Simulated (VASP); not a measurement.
Here is a VASP 6.6.1 calculation.

POSCAR

```
AlNi
1.0
    2.8410074845      0.0000000000      0.0000000000
    0.0000000000      2.8410074845      0.0000000000
    0.0000000000      0.0000000000      2.8410074845
Ni Al
1 1
Direct
    0.0000000000      0.0000000000      0.0000000000
    0.5000000000      0.5000000000      0.5000000000
```

The input INCAR.step1:

```
SYSTEM = AlNi
PREC     = Accurate       ! precision mode
ENCUT    = 520            ! plane-wave cutoff, eV
EDIFF    = 1E-5           ! SCF threshold, eV
ISMEAR   = -1             ! smearing method
SIGMA    = 0.1            ! smearing width, eV
LREAL    = .False.        ! projectors in reciprocal space
LASPH    = .True.         ! aspherical terms in the spheres
NELM     = 80             ! most SCF steps
ALGO     = Normal         ! electronic algorithm
ISIF     = 2              ! what is computed and relaxed
LWAVE    = .True.         ! write WAVECAR
LCHARG   = .False.        ! write CHGCAR
GGA      = PE             ! functional
NBANDS   = 14             ! bands
```

Contents of INCAR.step2:

```
SYSTEM = AlNi
PREC     = Accurate       ! precision mode
ENCUT    = 520            ! plane-wave cutoff, eV
EDIFF    = 1E-6           ! SCF threshold, eV
ISMEAR   = -1             ! smearing method
SIGMA    = 0.1            ! smearing width, eV
LREAL    = .False.        ! projectors in reciprocal space
LASPH    = .True.         ! aspherical terms in the spheres
NELM     = 80             ! most SCF steps
ALGO     = Normal         ! electronic algorithm
ISIF     = 2              ! what is computed and relaxed
LWAVE    = .False.        ! write WAVECAR
LCHARG   = .False.        ! write CHGCAR
GGA      = PE             ! functional
LHFCALC  = .True.         ! exact exchange
HFSCREEN = 0.2079         ! screening, 1/A
PRECFOCK = Normal       
ISTART   = 1            
NBANDS   = 14             ! bands
```

KPOINTS

```
Automatic mesh
0
Gamma
  4 4 4
  0 0 0
```

Potentials or basis: VASP PAW PBE potentials, release 64 (Ni, Al).

Launch:

```sh
$ cat potpaw_PBE.64/Ni/POTCAR potpaw_PBE.64/Al/POTCAR > POTCAR
$ cp INCAR.step1 INCAR
$ mpirun -np 1 vasp_std > vasp.out
$ cp INCAR.step2 INCAR
$ mpirun -np 1 vasp_std > vasp.out
```

Question: Predict the pressure.

Answer: 3.3 GPa.

Caveat: the k points lie up to 0.55 Å⁻¹ apart; the PAW data sets were made with another functional, which shifts forces and pressure a little. Spin polarisation is off, so any magnetic state and its effect on volume and gap are missing.
